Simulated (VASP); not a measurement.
# CdTe: single point with PBEsol

CdTe, a wire with vacuum:

```
CELL_PARAMETERS angstrom
10.10000 0.00000 0.00000
0.00000 9.30000 0.00000
0.00000 0.00000 4.77533
ATOMIC_POSITIONS crystal
Cd 0.44624 0.50000 0.00000
Te 0.55376 0.50000 0.50000
```

```json
{
  "Program": "VASP 6.6.1",
  "Task": "single point",
  "Functional": "PBEsol",
  "Potentials or basis": "VASP PAW PBE potentials, release 64 (Cd, Te)",
  "Cutoff": "520 eV",
  "k mesh": "1 × 1 × 14",
  "Occupations": "gaussian, width 0.05 eV",
  "Spin": "collinear spin",
  "Starting moments": "[0.5, 0.5] μB",
  "Dipole correction": "no",
  "Further INCAR settings": "ALGO = Normal; EDIFF = 1e-06; NBANDS = 20"
}
```

The largest force is 0.037 eV/Å, the band gap on the k mesh is 1.56 eV (least direct gap 1.79 eV) and the net moment is 0.00 μB per cell. The valence electrons inside the program's atomic spheres are Cd 10.32; Te 3.40.

Forces on the atoms (eV/Å):
```
Cd  -0.037  0.000  0.000
Te   0.037  0.000  0.000
```

Levels at points of the mesh, in eV from the valence-band top:
Spin up:
```csv
k point,band 7,band 8,band 9,band 10,band 11,band 12
"(0.00, 0.00, 0.00)",-1.74,-1.16,-0.67,1.56,3.56,4.54
"(0.00, 0.00, 0.50)",-3.90,-0.82,0.00,1.79,3.35,5.37
```
Spin down:
| k point | band 6 | band 7 | band 8 | band 9 | band 10 | band 11 | band 12 | band 13 |
| --- | --- | --- | --- | --- | --- | --- | --- | --- |
| (0.00, 0.00, 0.00) | -7.74 | -1.74 | -1.16 | -0.67 | 1.56 | 3.56 | 4.54 | 4.79 |
| (0.00, 0.00, 0.50) | -7.78 | -3.90 | -0.82 | 0.00 | 1.79 | 3.35 | 5.37 | 5.98 |

Run time: 6.4 min on 1 thread of Intel Xeon 8259CL (shared host), peak memory 0.69 GiB.

Caveat: the PAW data sets were made with another functional, which shifts forces and pressure a little; spin-orbit coupling is left out, which moves the levels of the heavy elements.
